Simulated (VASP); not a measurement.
Write the native input for VASP 6.6.1 that does the following.

```yaml
Task: single point
Functional: PBEsol
Potentials_or_basis: VASP PAW PBE potentials, release 64 (K_sv)
Cutoff: 520 eV
k_mesh: 12 × 12 × 4
Occupations: gaussian, width 0.1 eV
Spin: no spin polarisation
Dipole_correction: no
Further_INCAR_settings: ALGO = Normal; EDIFF = 1e-07; NBANDS = 26
```

The structure of K lies in POSCAR:

```
K
1.0
    5.0146148606      0.0000000000      0.0000000000
   -2.5073074303      4.3427838595      0.0000000000
    0.0000000000      0.0000000000     18.1859261221
K
4
Direct
    0.0000000000      0.0000000000      0.0000000000
    0.3333333300      0.6666666700      0.2500000000
    0.0000000000      0.0000000000      0.5000000000
    0.6666666700      0.3333333300      0.7500000000
```

This cell differs from its parent crystal: Cs replaced by K, lengths x 0.899, strained.

These files were run (other wordings do the same):

INCAR

```
SYSTEM = K
ALGO = Normal
EDIFF = 1E-7
ENCUT = 520
GGA = PS
ISIF = 2
ISMEAR = 0
LASPH = .True.
LCHARG = .False.
LREAL = .False.
LWAVE = .False.
NBANDS = 26
NELM = 100
PREC = Accurate
SIGMA = 0.1
```

KPOINTS

```
k-points
0
Gamma
  12 12 4
  0 0 0
```

Potentials or basis: VASP PAW PBE potentials, release 64 (K_sv).

Launch:

```bash
$ cat potpaw_PBE.64/K_sv/POTCAR > POTCAR
$ mpirun -np 1 vasp_std > vasp.out
```

It gave:

| Item | Value |
| --- | --- |
| Pressure | -0.6 GPa |
| Band gap on the k mesh | zero (band 18 reaches 0.26 eV, above the bottom of band 19 at -1.97 eV) |

Caveat: the cell differs from its parent crystal (Cs replaced by K, lengths x 0.899, strained); the PAW data sets were made with another functional, which shifts forces and pressure a little.

Wall time 5.5 min on 1 thread of Intel(R) Xeon(R) 6975P-C (Granite Rapids) (shared host), peak memory 0.76 GiB.
